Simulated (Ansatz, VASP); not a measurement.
# Mg2CdSe3: VASP beside Ansatz

```
CELL_PARAMETERS angstrom
-1.97765 1.97765 8.40246
1.97765 -1.97765 8.40246
1.97765 1.97765 -8.40246
ATOMIC_POSITIONS crystal
Mg 0.66689 0.66689 0.00000
Mg 0.33311 0.33311 0.00000
Cd 0.00000 0.00000 0.00000
Se 0.83043 0.83043 0.00000
Se 0.50000 0.50000 0.00000
Se 0.16957 0.16957 0.00000
```

Alike in both runs: functional PBE; k mesh 12 × 12 × 12; occupations gaussian, width 0.02 eV; no spin polarisation.

Ansatz relaxed the structure, and its values are those at the end. VASP's run is a single point on that final structure, the one shown.

```csv
,VASP,Ansatz
version,VASP 6.6.1,Ansatz 0.2.0
potentials or method,"VASP PAW PBE potentials, release 64 (Mg, Cd, Se), cutoff 520 eV","scalar-relativistic, plane waves, PAW"
valence electrons in the cell,34,88
```

Ansatz gave:

| Property | Result |
| --- | --- |
| gap on the k mesh at the Fermi level (eV) | 0.60 |
| least direct gap on the mesh (eV) | 1.25 |
| pressure (GPa) | 0.0 |
| rms of the force components (eV/Å) | 0.001 |

What did VASP give for the same quantities?

gap on the k mesh at the Fermi level (eV): 0.59; least direct gap on the mesh (eV): 1.24; pressure (GPa): 0.1; rms of the force components (eV/Å): 0.008.

VASP's potentials hold 34 valence electrons a cell and Ansatz's 88, so a difference there can come from the potentials and not from the codes.
